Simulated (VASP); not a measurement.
# NaI (Fm-3m) in VASP: single point with LDA

Aim: the single point of NaI with LDA.

Everything below comes from runs of VASP 6.6.1. Logs are shortened: lines on timing, memory, paths and dates and some standing lists are left out, and cuts for length are marked.

## (1) The cell of the first run

The structure is cubic, space group Fm-3m (No. 225). The conventional cell has a = 6.473 Å, b = 6.473 Å, c = 6.473 Å, α = 90.00°, β = 90.00°, γ = 90.00°. Na (site symmetry m-3m) has 6 I at 3.24 Å within 4.3 Å. Within 4.3 Å of I (site symmetry m-3m) lie 6 Na at 3.24 Å.

## (2) Single point, LDA

File INCAR:

```
SYSTEM = NaI
PREC     = Accurate       ! precision mode
ENCUT    = 500            ! plane-wave cutoff, eV
EDIFF    = 1E-6           ! SCF threshold, eV
ISMEAR   = 0              ! smearing method
SIGMA    = 0.01           ! smearing width, eV
LREAL    = .False.        ! projectors in reciprocal space
LASPH    = .True.         ! aspherical terms in the spheres
NELM     = 120            ! most SCF steps
ALGO     = Normal         ! electronic algorithm
ISIF     = 2              ! what is computed and relaxed
LWAVE    = .False.        ! write WAVECAR
LCHARG   = .False.        ! write CHGCAR
NBANDS   = 14             ! bands
GGA_COMPAT= .False.
```

File KPOINTS:

```
Automatic mesh
0
Gamma
  3 3 3
  0 0 0
```

File POSCAR:

```
NaI
1.0
    4.5769610000      0.0000000000      0.0000000000
    2.2884805000      3.9637644981      0.0000000000
    2.2884805000      1.3212548327      3.7370730075
Na I
1 1
Direct
    0.0000000000      0.0000000000      0.0000000000
    0.5000000000      0.5000000000      0.5000000000
```

Potentials or basis: VASP PAW LDA potentials, release 64 (Na_pv, I).

Started as:

```bash
$ cat potpaw_LDA.64/Na_pv/POTCAR potpaw_LDA.64/I/POTCAR > POTCAR
$ mpirun -np 1 vasp_std > vasp.out
```

OUTCAR:

```text
SYSTEM = NaI
   PREC = Accurate
   ENCUT = 500
   EDIFF = 1E-6
   ISMEAR = 0
   LREAL = .False.
   LASPH = .True.
   NELM = 120
   ISIF = 2

 ion  position               nearest neighbor table
   1  0.000  0.000  0.000-
   2  0.500  0.500  0.500-

  LATTYP: Found a face centered cubic cell.
 ALAT       =     6.4728003206

  Lattice vectors:

 A1 = (   4.5769610000,   0.0000000000,   0.0000000000)
 A2 = (   2.2884805000,   3.9637644981,   0.0000000000)
 A3 = (   2.2884805000,   1.3212548327,   3.7370730075)

Analysis of symmetry for initial positions (statically):
=====================================================================
 Subroutine PRICEL returns:
 Original cell was already a primitive cell.

 Routine SETGRP: Setting up the symmetry group for a
 face centered cubic supercell.

 Subroutine GETGRP returns: Found 48 space group operations
 (whereof 48 operations were pure point group operations)
 out of a pool of 48 trial point group operations.

The static configuration has the point symmetry O_h .

Analysis of symmetry for dynamics (positions and initial velocities):
=====================================================================
 Subroutine PRICEL returns:
 Original cell was already a primitive cell.

 Routine SETGRP: Setting up the symmetry group for a
 face centered cubic supercell.

 Subroutine GETGRP returns: Found 48 space group operations
 (whereof 48 operations were pure point group operations)
 out of a pool of 48 trial point group operations.

The dynamic configuration has the point symmetry O_h .

 Subroutine INISYM returns: Found 48 space group operations
 (whereof 48 operations are pure point group operations),
 and found     1 'primitive' translations

----------------------------------------------------------------------------------------

                                     Primitive cell

  volume of cell :      67.7980

  direct lattice vectors                    reciprocal lattice vectors
     4.576961000  0.000000000  0.000000000     0.218485585 -0.126142711 -0.089196366
     2.288480500  3.963764498  0.000000000     0.000000000  0.252285422 -0.089196366
     2.288480500  1.321254833  3.737073007     0.000000000  0.000000000  0.267589099

  length of vectors
     4.576961000  4.576961000  4.576961000     0.267589099  0.267589099  0.267589099

  position of ions in fractional coordinates (direct lattice)
     0.000000000  0.000000000  0.000000000
     0.500000000  0.500000000  0.500000000

  ion indices of the primitive-cell ions
   primitive index   ion index
                 1           1
                 2           2

----------------------------------------------------------------------------------------

 KPOINTS: Automatic mesh

Automatic generation of k-mesh.
 Grid dimensions read from file:
 generate k-points for:    3    3    3

 Generating k-lattice:

  Cartesian coordinates                     Fractional coordinates (reciprocal lattice)
     0.072828528 -0.042047570 -0.029732122     0.333333333  0.000000000  0.000000000
     0.000000000  0.084095141 -0.029732122     0.000000000  0.333333333 -0.000000000
     0.000000000  0.000000000  0.089196366     0.000000000  0.000000000  0.333333333

  Length of vectors
     0.089196366  0.089196366  0.089196366

  Shift w.r.t. Gamma in fractional coordinates (k-lattice)
     0.000000000  0.000000000  0.000000000

 Subroutine IBZKPT returns following result:
 ===========================================

 Found      4 irreducible k-points:

 Following reciprocal coordinates:
            Coordinates               Weight
  0.000000  0.000000  0.000000      1.000000
  0.333333 -0.000000 -0.000000      8.000000
  0.333333  0.333333  0.000000      6.000000
 -0.333333  0.333333  0.000000     12.000000
   k-points           NKPTS =      4   k-points in BZ     NKDIM =      4   number of bands    NBANDS=     14
   number of dos      NEDOS =    301   number of ions     NIONS =      2
   total plane-waves  NPLWV =  46656
   dimension x,y,z NGX =    36 NGY =   36 NGZ =   36
   dimension x,y,z NGXF=    72 NGYF=   72 NGZF=   72
   ions per type =               1   1
   NGX,Y,Z   is equivalent  to a cutoff of  13.08, 13.08, 13.08 a.u.
   NGXF,Y,Z  is equivalent  to a cutoff of  26.15, 26.15, 26.15 a.u.
 SYSTEM =  NaI
   PREC   = accura    normal or accurate (medium, high low for compatibility)
   ISTART =      0    job   : 0-new  1-cont  2-samecut
   ICHARG =      2    charge: 1-file 2-atom 10-const
   ISPIN  =      1    spin polarized calculation?
   LNONCOLLINEAR =      F non collinear calculations
   LSORBIT =      F    spin-orbit coupling
   LASPH  =      T    aspherical Exc in radial PAW
   ENCUT  =  500.0 eV  36.75 Ry    6.06 a.u.   8.34  8.34  8.34*2*pi/ulx,y,z
   NELM   =    120;   NELMIN=  2; NELMDL= -5     # of ELM steps
   EDIFF  = 0.1E-05   stopping-criterion for ELM
   LREAL  =      F    real-space projection
   EDIFFG = 0.1E-04   stopping-criterion for IOM
   NSW    =      0    number of steps for IOM
   IBRION =     -1    ionic relax: 0-MD 1-quasi-New 2-CG
   NFREE  =      0    steps in history (QN), initial steepest desc. (CG)
   ISIF   =      2    stress and relaxation
   ISYM   =      2    0-nonsym 1-usesym 2-fastsym
   POTIM  = 0.5000    time-step for ionic-motion
   TEBEG  =    0.0;   TEEND  =   0.0 temperature during run
   PSTRESS=    0.0 pullay stress
   NELECT =      14.0000    total number of electrons
   NUPDOWN=      -1.0000    fix difference up-down
   EMIN   =  10.00;   EMAX   =-10.00  energy-range for DOS
   EFERMI =   0.00;   METHOD = LEGACY
   ISMEAR =     0;   SIGMA  =   0.01  broadening in eV -4-tet -1-fermi 0-gaus
   EFERMI_NEDOS =   21; number of points for ismear=-14 and -15
   IALGO  =     38    algorithm
   IMIX   =      4    mixing-type and parameters
     AMIX     =   0.40;   BMIX     =  1.00
     AMIX_MAG =   1.60;   BMIX_MAG =  1.00
  volume/ion in A,a.u.               =      33.90       228.76
  Fermi-wavevector in a.u.,A,eV,Ry     =   0.967636  1.828567 12.739396  0.936319
  Thomas-Fermi vector in A             =   2.097538
   LORBIT       =      0    0 simple, 1 ext, 2 COOP (PROOUT), +10 PAW based schemes
   GGA     = CA    functional components
   LHFCALC =     F    Hartree Fock is set to
   AEXX    =    0.0000 exact exchange contribution
   IVDW    =     0    specifies the selected vdW correction
   LEPSILON=     F    determine dielectric tensor
   LRPA    =     F    only Hartree local field effects (RPA)
 non-spin polarized calculation
 Gauss-broadening in eV      SIGMA  =   0.01
  energy-cutoff  :      500.00
  volume of cell :       67.80
 maximum number of plane-waves:      1759
 NGX is ok and might be reduce to    36
   NGX = 17   NGY = 17   NGZ = 17

 number of electron      14.0000001 magnetization

 Free energy of the ion-electron system (eV)
  ---------------------------------------------------
  ext. energy  EPLUGINS =         0.00000000
  ---------------------------------------------------
  free energy    TOTEN  =        -5.93256359 eV

  energy without entropy =       -5.93256359  energy(sigma->0) =       -5.93256359

 E-fermi :   0.7304     XC(G=0):  -8.0912

 val. band max:        0.6508179662   @ k =   0.0000   0.0000   0.0000
 cond. band min:       3.9742797534   @ k =   0.0000   0.0000   0.0000
 fundamental gap:      3.3234617872
 Fermi energy:         0.7303746445

 k-point     1 :       0.0000    0.0000    0.0000
  band No.  band energies     occupation
      1     -21.7904      2.00000
      2     -21.7904      2.00000
      3     -21.7904      2.00000
      4     -10.4261      2.00000
      5       0.6508      2.00000
      6       0.6508      2.00000
      7       0.6508      2.00000
      8       3.9743      0.00000
      9       8.4261      0.00000
     10       8.4261      0.00000
     11       8.4261      0.00000
     12      10.2972      0.00000
     13      10.2972      0.00000
     14      10.8197      0.00000

 k-point     2 :       0.3333   -0.0000   -0.0000
  band No.  band energies     occupation
      1     -21.7945      2.00000
      2     -21.7906      2.00000
      3     -21.7906      2.00000
      4     -10.1918      2.00000
      5      -1.1807      2.00000
      6       0.4299      2.00000
      7       0.4299      2.00000
      8       5.4892      0.00000
      9       8.1655      0.00000
     10       8.1655      0.00000
     11       8.4175      0.00000
     12      10.5000      0.00000
     13      10.7862      0.00000
     14      10.7862      0.00000

 k-point     3 :       0.3333    0.3333    0.0000
  band No.  band energies     occupation
      1     -21.7937      2.00000
      2     -21.7917      2.00000
      3     -21.7917      2.00000
      4     -10.1291      2.00000
      5      -1.0094      2.00000
      6       0.0510      2.00000
      7       0.0510      2.00000
      8       5.4488      0.00000
      9       6.3644      0.00000
     10       8.6268      0.00000
     11      10.4508      0.00000
     12      10.4508      0.00000
     13      11.4648      0.00000
     14      14.4240      0.00000

 k-point     4 :      -0.3333    0.3333    0.0000
  band No.  band energies     occupation
      1     -21.7939      2.00000
      2     -21.7934      2.00000
      3     -21.7913      2.00000
      4     -10.0428      2.00000
      5      -0.9742      2.00000
      6      -0.8453      2.00000
      7       0.1332      2.00000
      8       5.9820      0.00000
      9       7.5557      0.00000
     10       8.6237      0.00000
     11       9.1611      0.00000
     12      10.3466      0.00000
     13      11.3126      0.00000
     14      14.2324      0.00000

------------------------ aborting loop because EDIFF is reached ----------------------------------------

  FORCE on cell =-STRESS in cart. coord.  units (eV):
  Direction    XX          YY          ZZ          XY          YZ          ZX
  --------------------------------------------------------------------------------------
  -------------------------------------------------------------------------------------
  Total       -0.5385835     -0.5385835     -0.5385835     -0.0000000      0.0000000      0.0000000
  in kB      -12.7276132    -12.7276132    -12.7276132     -0.0000000      0.0000000      0.0000000
  external PRESSURE =     -12.7276132 kB  Pullay stress =       0.0000000 kB

 VOLUME and BASIS-vectors are now :
 -----------------------------------------------------------------------------
  energy-cutoff  :      500.00
  volume of cell :       67.80
      direct lattice vectors                 reciprocal lattice vectors
     4.576961000  0.000000000  0.000000000     0.218485585 -0.126142711 -0.089196366
     2.288480500  3.963764498  0.000000000     0.000000000  0.252285422 -0.089196366
     2.288480500  1.321254833  3.737073007     0.000000000  0.000000000  0.267589099

 POSITION                                       TOTAL-FORCE (eV/Angst)
 -----------------------------------------------------------------------------------
      0.00000      0.00000      0.00000        -0.000000     -0.000000      0.000000
      4.57696      2.64251      1.86854         0.000000      0.000000      0.000000
 -----------------------------------------------------------------------------------
    total drift:                                0.000000      0.000000      0.000000

  FREE ENERGIE OF THE ION-ELECTRON SYSTEM (eV)
  ---------------------------------------------------
  free  energy   TOTEN  =        -5.9325635881 eV

  energy  without entropy=       -5.9325635881  energy(sigma->0) =       -5.93256359
```

Run time: 7.3 s. Hardware: 1 thread of Intel Xeon 8259CL, shared host; peak memory 0.17 GiB.

What came out:

- Free energy: -5.9326 eV
- Pressure: -1.3 GPa
- Band gap on the k mesh: 3.32 eV

Levels at points of the mesh, in eV from the valence-band top:
```
           k point  band 3  band 4  band 5  band 6  band 7  band 8  band 9  band 10  band 11  band 12
(0.00, 0.00, 0.00)  -22.44  -11.08    0.00    0.00    0.00    3.32    7.78     7.78     7.78     9.65
```

Caveat: the k points lie up to 0.56 Å⁻¹ apart; spin-orbit coupling is left out, which moves the levels of the heavy elements.
